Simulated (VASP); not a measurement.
A run of VASP 6.6.1:

The input INCAR:

```
PREC = Accurate
ENCUT = 500
EDIFF = 1E-6
ISMEAR = 0
SIGMA = 0.01
LREAL = F
LASPH = T
NELM = 120
ALGO = Normal
ISIF = 2
LWAVE = F
LCHARG = F
GGA = CA
NBANDS = 15
GGA_COMPAT = F
```

The input KPOINTS:

```
regular mesh
0
Gamma
  6 6 6
```

File POSCAR:

```
KBr
1.0
    4.1228034279      0.0000000000      0.0000000000
    0.0000000000      4.1228034279      0.0000000000
    0.0000000000      0.0000000000      4.1228034279
K Br
1 1
Direct
    0.0000000000      0.0000000000      0.0000000000
    0.5000000000      0.5000000000      0.5000000000
```

Potentials or basis: VASP PAW LDA potentials, release 64 (K_sv, Br).

Run with:

```sh
$ cat potpaw_LDA.64/K_sv/POTCAR potpaw_LDA.64/Br/POTCAR > POTCAR
$ mpirun -np 1 vasp_std > vasp.out
```

Hardware: 1 thread of Intel Xeon 8259CL, with other jobs on the host.

Task: Estimate the wall time of this run.

Result: Run time: 26 s on 1 thread of Intel Xeon 8259CL, on a shared host, peak memory 0.15 GiB. Counts: scf iterations 11, k points 20.
